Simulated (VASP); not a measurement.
# COH4 in VASP: further runs

COH4 is run at these levels: PBE; tasks: single point, relaxation of the atoms.

Program: VASP 6.6.1. These are calculated values, not measurements. Logs are shortened: lines on timing, memory, paths and dates and some standing lists are left out, and cuts for length are marked.

## 1. The cell of the first run

The cell holds a molecule in a box, 6 atoms: a = 14.000 Å, b = 14.500 Å, c = 15.000 Å, α = 90.00°, β = 90.00°, γ = 90.00°.

## 2. Single point, PBE

Contents of INCAR:

```
SYSTEM = H4CO
ALGO = Normal
EDIFF = 1E-7
ENCUT = 520
GGA = PE
ISIF = 2
ISMEAR = 0
ISYM = 0
LASPH = .TRUE.
LCHARG = .FALSE.
LREAL = .FALSE.
LWAVE = .FALSE.
NBANDS = 16
NELM = 100
PREC = Accurate
SIGMA = 0.005
```

Contents of KPOINTS:

```
k-points
0
G
  1 1 1
  0 0 0
```

Contents of POSCAR:

```
H4CO
1.0
   14.0000000000      0.0000000000      0.0000000000
    0.0000000000     14.5000000000      0.0000000000
    0.0000000000      0.0000000000     15.0000000000
C O H
1 1 4
Direct
    0.4591885428      0.4857753668      0.4811102650
    0.5515020030      0.4561810939      0.4526728296
    0.4488620068      0.4771970250      0.5535415339
    0.4071249537      0.4420669312      0.4465273736
    0.4447789244      0.5582338578      0.4631915437
    0.5987108355      0.4940103617      0.4825733196
```

Potentials or basis: VASP PAW PBE potentials, release 64 (C, O, H).

Launch:

```sh
$ cat potpaw_PBE.64/C/POTCAR potpaw_PBE.64/O/POTCAR potpaw_PBE.64/H/POTCAR > POTCAR
$ mpirun -np 1 vasp_gam > vasp.out
```

OUTCAR:

```text
SYSTEM = H4CO
   EDIFF = 1E-7
   ENCUT = 520
   GGA = PE
   ISIF = 2
   ISMEAR = 0
   ISYM = 0
   LASPH = .TRUE.
   LREAL = .FALSE.
   NELM = 100
   PREC = Accurate

 ion  position               nearest neighbor table
   1  0.459  0.486  0.481-   4 1.10   3 1.10   5 1.10   2 1.43
   2  0.552  0.456  0.453-   6 0.97   1 1.43
   3  0.449  0.477  0.554-   1 1.10
   4  0.407  0.442  0.447-   1 1.10
   5  0.445  0.558  0.463-   1 1.10
   6  0.599  0.494  0.483-   2 0.97

IMPORTANT INFORMATION: All symmetrisations will be switched off!
NOSYMM: (Re-)initialisation of all symmetry stuff for point group C_1.

----------------------------------------------------------------------------------------

                                     Primitive cell

  volume of cell :    3045.0000

  direct lattice vectors                    reciprocal lattice vectors
    14.000000000  0.000000000  0.000000000     0.071428571  0.000000000  0.000000000
     0.000000000 14.500000000  0.000000000     0.000000000  0.068965517  0.000000000
     0.000000000  0.000000000 15.000000000     0.000000000  0.000000000  0.066666667

  length of vectors
    14.000000000 14.500000000 15.000000000     0.071428571  0.068965517  0.066666667

  position of ions in fractional coordinates (direct lattice)
     0.459188543  0.485775367  0.481110265
     0.551502003  0.456181094  0.452672830
     0.448862007  0.477197025  0.553541534
     0.407124954  0.442066931  0.446527374
     0.444778924  0.558233858  0.463191544
     0.598710836  0.494010362  0.482573320

  ion indices of the primitive-cell ions
   primitive index   ion index
                 1           1
                 2           2
                 3           3
                 4           4
                 5           5
                 6           6

----------------------------------------------------------------------------------------

 KPOINTS: k-points

Automatic generation of k-mesh.
 Grid dimensions read from file:
 generate k-points for:    1    1    1

 Generating k-lattice:

  Cartesian coordinates                     Fractional coordinates (reciprocal lattice)
     0.071428571  0.000000000  0.000000000     1.000000000  0.000000000  0.000000000
     0.000000000  0.068965517  0.000000000     0.000000000  1.000000000  0.000000000
     0.000000000  0.000000000  0.066666667     0.000000000  0.000000000  1.000000000

  Length of vectors
     0.071428571  0.068965517  0.066666667

  Shift w.r.t. Gamma in fractional coordinates (k-lattice)
     0.000000000  0.000000000  0.000000000

 Subroutine IBZKPT returns following result:
 ===========================================

 Found      1 irreducible k-points:

 Following reciprocal coordinates:
            Coordinates               Weight
  0.000000  0.000000  0.000000      1.000000
   k-points           NKPTS =      1   k-points in BZ     NKDIM =      1   number of bands    NBANDS=     16
   number of dos      NEDOS =    301   number of ions     NIONS =      6
   total plane-waves  NPLWV = ******
   dimension x,y,z NGX =   108 NGY =  108 NGZ =  112
   dimension x,y,z NGXF=   216 NGYF=  216 NGZF=  224
   ions per type =               1   1   4
   NGX,Y,Z   is equivalent  to a cutoff of  12.82, 12.38, 12.41 a.u.
   NGXF,Y,Z  is equivalent  to a cutoff of  25.65, 24.76, 24.83 a.u.
 SYSTEM =  H4CO
   PREC   = accura    normal or accurate (medium, high low for compatibility)
   ISTART =      0    job   : 0-new  1-cont  2-samecut
   ICHARG =      2    charge: 1-file 2-atom 10-const
   ISPIN  =      1    spin polarized calculation?
   LNONCOLLINEAR =      F non collinear calculations
   LSORBIT =      F    spin-orbit coupling
   LASPH  =      T    aspherical Exc in radial PAW
   ENCUT  =  520.0 eV  38.22 Ry    6.18 a.u.  26.03 26.96 27.89*2*pi/ulx,y,z
   NELM   =    100;   NELMIN=  2; NELMDL= -5     # of ELM steps
   EDIFF  = 0.1E-06   stopping-criterion for ELM
   LREAL  =      F    real-space projection
   EDIFFG = 0.1E-05   stopping-criterion for IOM
   NSW    =      0    number of steps for IOM
   IBRION =     -1    ionic relax: 0-MD 1-quasi-New 2-CG
   NFREE  =      0    steps in history (QN), initial steepest desc. (CG)
   ISIF   =      2    stress and relaxation
   ISYM   =      0    0-nonsym 1-usesym 2-fastsym
   POTIM  = 0.5000    time-step for ionic-motion
   TEBEG  =    0.0;   TEEND  =   0.0 temperature during run
   PSTRESS=    0.0 pullay stress
   NELECT =      14.0000    total number of electrons
   NUPDOWN=      -1.0000    fix difference up-down
   EMIN   =  10.00;   EMAX   =-10.00  energy-range for DOS
   EFERMI =   0.00;   METHOD = LEGACY
   ISMEAR =     0;   SIGMA  =   0.01  broadening in eV -4-tet -1-fermi 0-gaus
   EFERMI_NEDOS =   21; number of points for ismear=-14 and -15
   IALGO  =     38    algorithm
   IMIX   =      4    mixing-type and parameters
     AMIX     =   0.40;   BMIX     =  1.00
     AMIX_MAG =   1.60;   BMIX_MAG =  1.00
  volume/ion in A,a.u.               =     507.50      3424.78
  Fermi-wavevector in a.u.,A,eV,Ry     =   0.272221  0.514423  1.008250  0.074104
  Thomas-Fermi vector in A             =   1.112538
   LORBIT       =      0    0 simple, 1 ext, 2 COOP (PROOUT), +10 PAW based schemes
   GGA     = PE    functional components
   LHFCALC =     F    Hartree Fock is set to
   AEXX    =    0.0000 exact exchange contribution
   IVDW    =     0    specifies the selected vdW correction
   LEPSILON=     F    determine dielectric tensor
   LRPA    =     F    only Hartree local field effects (RPA)
 non-spin polarized calculation
 Gauss-broadening in eV      SIGMA  =   0.01
  energy-cutoff  :      520.00
  volume of cell :     3045.00
 maximum number of plane-waves:     40942
 NGX is ok and might be reduce to   108
   NGX = 53   NGY = 53   NGZ = 55

 number of electron      14.0000009 magnetization

 Free energy of the ion-electron system (eV)
  ---------------------------------------------------
  ext. energy  EPLUGINS =         0.00000000
  ---------------------------------------------------
  free energy    TOTEN  =       -30.22488724 eV

  energy without entropy =      -30.22488724  energy(sigma->0) =      -30.22488724

 E-fermi :  -6.2017     XC(G=0):  -0.2944

 val. band max:       -6.2394763331   @ k =   0.0000   0.0000   0.0000
 cond. band min:      -0.6554024148   @ k =   0.0000   0.0000   0.0000
 fundamental gap:      5.5840739183
 Fermi energy:        -6.2017493320

 k-point     1 :       0.0000    0.0000    0.0000
  band No.  band energies     occupation
      1     -25.4024      2.00000
      2     -16.7659      2.00000
      3     -12.4155      2.00000
      4     -10.5473      2.00000
      5     -10.2638      2.00000
      6      -7.9364      2.00000
      7      -6.2395      2.00000
      8      -0.6554      0.00000
      9      -0.0590      0.00000
     10       0.2793      0.00000
     11       0.4255      0.00000
     12       0.4801      0.00000
     13       0.6711      0.00000
     14       0.6930      0.00000
     15       0.9632      0.00000
     16       1.0965      0.00000

------------------------ aborting loop because EDIFF is reached ----------------------------------------

  FORCE on cell =-STRESS in cart. coord.  units (eV):
  Direction    XX          YY          ZZ          XY          YZ          ZX
  --------------------------------------------------------------------------------------
  -------------------------------------------------------------------------------------
  Total        0.1803771     -0.0303664     -0.0380467     -0.0003692      0.0322932     -0.0108189
  in kB        0.0949084     -0.0159778     -0.0200189     -0.0001943      0.0169916     -0.0056925
  external PRESSURE =       0.0196372 kB  Pullay stress =       0.0000000 kB

 VOLUME and BASIS-vectors are now :
 -----------------------------------------------------------------------------
  energy-cutoff  :      520.00
  volume of cell :     3045.00
      direct lattice vectors                 reciprocal lattice vectors
    14.000000000  0.000000000  0.000000000     0.071428571  0.000000000  0.000000000
     0.000000000 14.500000000  0.000000000     0.000000000  0.068965517  0.000000000
     0.000000000  0.000000000 15.000000000     0.000000000  0.000000000  0.066666667

 POSITION                                       TOTAL-FORCE (eV/Angst)
 -----------------------------------------------------------------------------------
      6.42864      7.04374      7.21665        -0.127064      0.021180      0.023270
      7.72103      6.61463      6.79009         0.042465     -0.078191     -0.068442
      6.28407      6.91936      8.30312        -0.004172     -0.001991      0.020557
      5.69975      6.40997      6.69791        -0.012663     -0.009504     -0.007936
      6.22690      8.09439      6.94787        -0.005080      0.019773     -0.004871
      8.38195      7.16315      7.23860         0.106513      0.048732      0.037423
 -----------------------------------------------------------------------------------
    total drift:                                0.000014     -0.000300      0.000694

  FREE ENERGIE OF THE ION-ELECTRON SYSTEM (eV)
  ---------------------------------------------------
  free  energy   TOTEN  =       -30.2248872367 eV

  energy  without entropy=      -30.2248872367  energy(sigma->0) =      -30.22488724
```

Run time: 4.7 min. Hardware: 1 thread of Intel Xeon Platinum 8259CL at 2.50GHz (Skylake/Cascade Lake), shared host; peak memory 1.9 GiB.

Results:

```
Free energy                     : -30.2249 eV
Largest force                   : 0.131 eV/Å
Gap between the frontier levels : 5.58 eV
```

Forces in eV/Å, atoms in the order of the input:
```
C   -0.127  0.021  0.023
O    0.042 -0.078 -0.068
H   -0.004 -0.002  0.021
H   -0.013 -0.010 -0.008
H   -0.005  0.020 -0.005
H    0.107  0.049  0.037
```

(Continued in part 2 of 2.)
